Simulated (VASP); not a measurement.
Write the native input for VASP 6.6.1 that does the following.

- Task: single point
- Functional: r2SCAN
- Potentials or basis: VASP PAW PBE potentials, release 64 (Ba_sv, Ti_sv, O)
- Cutoff: 520 eV
- k mesh: 6 × 6 × 6
- Occupations: gaussian, width 0.02 eV
- Spin: no spin polarisation
- Hubbard terms: Ti d U = 4.0 eV
- Dipole correction: no
- Further INCAR settings: ALGO = Normal; EDIFF = 1e-06; NBANDS = 28

Crystal: BaTiO3.

```
Ba Ti O
1.0
     3.76367    0.00000    0.00000
     0.00000    3.76367    0.00000
     0.00000    0.00000    3.76369
Ba Ti O
1 1 3
Direct
  0.50000 0.50000 0.57203
  0.00000 0.00000 0.07200
  0.00000 0.50000 0.07199
  0.50000 0.00000 0.07199
  0.00000 0.00000 0.57199
```

The input as run:

POSCAR

```
BaTiO3
1.0
    3.7636662249      0.0000000000      0.0000000000
    0.0000000000      3.7636662249      0.0000000000
    0.0000000000      0.0000000000      3.7636856152
Ba Ti O
1 1 3
Direct
    0.5000000000      0.5000000000      0.5720259201
    0.0000000000      0.0000000000      0.0720049379
    0.0000000000      0.5000000000      0.0719895300
    0.5000000000      0.0000000000      0.0719895300
    0.0000000000      0.0000000000      0.5719870718
```

INCAR.step1

```
PREC     = Accurate       # precision mode
ENCUT    = 520            # plane-wave cutoff, eV
ISMEAR   = 0              # smearing method
SIGMA    = 0.02           # smearing width, eV
LREAL    = F              # projectors in reciprocal space
LASPH    = T              # aspherical terms in the spheres
NELM     = 150            # most SCF steps
LMAXMIX  = 4              # l up to which the mixer works
LDAU     = T              # DFT+U
LDAUTYPE = 2            
LDAUL    = -1 2 -1        # shell
LDAUU    = 0 4 0          # U, eV
LDAUJ    = 0 0 0        
NBANDS   = 28             # bands
GGA      = PE             # functional
ALGO     = Normal         # electronic algorithm
EDIFF    = 1E-4           # SCF threshold, eV
LWAVE    = T              # write WAVECAR
LCHARG   = F              # write CHGCAR
```

INCAR.step2

```
PREC     = Accurate       # precision mode
ENCUT    = 520            # plane-wave cutoff, eV
EDIFF    = 1E-6           # SCF threshold, eV
ISMEAR   = 0              # smearing method
SIGMA    = 0.02           # smearing width, eV
LREAL    = F              # projectors in reciprocal space
LASPH    = T              # aspherical terms in the spheres
NELM     = 150            # most SCF steps
ALGO     = Normal         # electronic algorithm
ISIF     = 2              # what is computed and relaxed
LWAVE    = F              # write WAVECAR
LCHARG   = T              # write CHGCAR
LMAXMIX  = 4              # l up to which the mixer works
LDAU     = T              # DFT+U
LDAUTYPE = 2            
LDAUL    = -1 2 -1        # shell
LDAUU    = 0 4 0          # U, eV
LDAUJ    = 0 0 0        
LDAUPRINT= 1            
METAGGA  = R2SCAN         # meta-GGA
LMIXTAU  = T            
LELF     = T              # ELF
LVHAR    = T            
NBANDS   = 28             # bands
ISTART   = 1
```

KPOINTS

```
regular mesh
0
Gamma
  6 6 6
```

Potentials or basis: VASP PAW PBE potentials, release 64 (Ba_sv, Ti_sv, O).

Launch:

```console
$ cat potpaw_PBE.64/Ba_sv/POTCAR potpaw_PBE.64/Ti_sv/POTCAR potpaw_PBE.64/O/POTCAR > POTCAR
$ cp INCAR.step1 INCAR
$ mpirun -np 1 vasp_std > vasp.out
$ cp INCAR.step2 INCAR
$ mpirun -np 1 vasp_std > vasp.out
```

Results of the run:

```
Pressure               : 57.3 GPa
Band gap on the k mesh : 3.08 eV, direct
```

Caveat: the PAW data sets were made with another functional, which shifts forces and pressure a little; spin-orbit coupling is left out, which moves the levels of the heavy elements.

Run time: 110 s on 1 thread of Intel(R) Xeon(R) 6975P-C (Granite Rapids), with other jobs on the host, peak memory 0.2 GiB.
